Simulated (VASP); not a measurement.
# La3In9CO2: single point with LDA

System: La3In9CO2, a slab with vacuum.

```xyz
15
Lattice="6.7515 0.0000 0.0000 3.3758 5.8470 0.0000 0.0000 0.0000 19.5126" Properties=species:S:1:pos:R:3 pbc="T T T"
La    0.0000    0.0000    1.0000
La    6.7517    3.8981    3.7920
La    3.3774    1.9508    6.4729
In    3.3758    0.0000    1.0000
In    1.6879    2.9235    1.0000
In    5.0636    2.9235    1.0000
In    3.3756    3.8957    3.7441
In    5.0620    0.9748    3.7448
In    1.6897    0.9752    3.7444
In    6.7527    1.7682    6.4693
In    4.9115    4.9659    6.4716
In    8.5908    4.9648    6.4736
C     4.4274   -0.1368    9.8648
O     4.7069    1.0139    9.7808
O     4.1334   -1.2804    9.8989
```

```json
{
 "Program": "VASP 6.6.1",
 "Task": "single point",
 "Functional": "LDA",
 "Potentials or basis": "VASP PAW LDA potentials, release 64 (La, In_d, C, O)",
 "Cutoff": "520 eV",
 "k mesh": "2 × 2 × 1",
 "Occupations": "fermi-dirac, width 0.15 eV",
 "Spin": "no spin polarisation"
}
```

```json
{
 "Largest force": "1.462 eV/Å",
 "Band gap on the k mesh": "zero (bands 83 and 84 overlap by 0.11 eV)"
}
```

Forces on the atoms (eV/Å):
```
La  -0.002 -0.003  0.069
La   0.001 -0.002  0.264
La   0.046  0.007  0.055
In  -0.003  0.402  0.073
In   0.341 -0.199  0.065
In  -0.339 -0.198  0.060
In  -0.005 -0.012 -0.080
In  -0.022  0.007 -0.088
In   0.016  0.011 -0.087
In   0.022  0.229 -0.074
In   0.202 -0.099 -0.045
In  -0.189 -0.135 -0.107
C   -0.053  0.055 -0.480
O   -0.422 -1.386  0.195
O    0.408  1.324  0.180
```

Levels at points of the mesh, in eV from the Fermi level:
```
           k point  band 80  band 81  band 82  band 83  band 84  band 85  band 86  band 87
(0.00, 0.00, 0.00)    -1.12    -0.23    -0.20    -0.20    -0.19    -0.17     0.70     0.71
(0.50, 0.00, 0.00)    -0.70    -0.55    -0.47    -0.09     0.37     0.52     0.55     0.94
(0.50, 0.50, 0.00)    -0.70    -0.55    -0.46    -0.07     0.37     0.51     0.54     0.94
(0.00, 0.50, 0.00)    -0.70    -0.55    -0.46    -0.08     0.37     0.51     0.60     0.95
```

Run time: 20 min on 1 thread of Intel Xeon 8259CL, with other jobs on the host, peak memory 0.67 GiB.

Caveat: the k points lie up to 0.54 Å⁻¹ apart; there is no dipole correction, which matters where the two faces differ; spin-orbit coupling is left out, which moves the levels of the heavy elements.
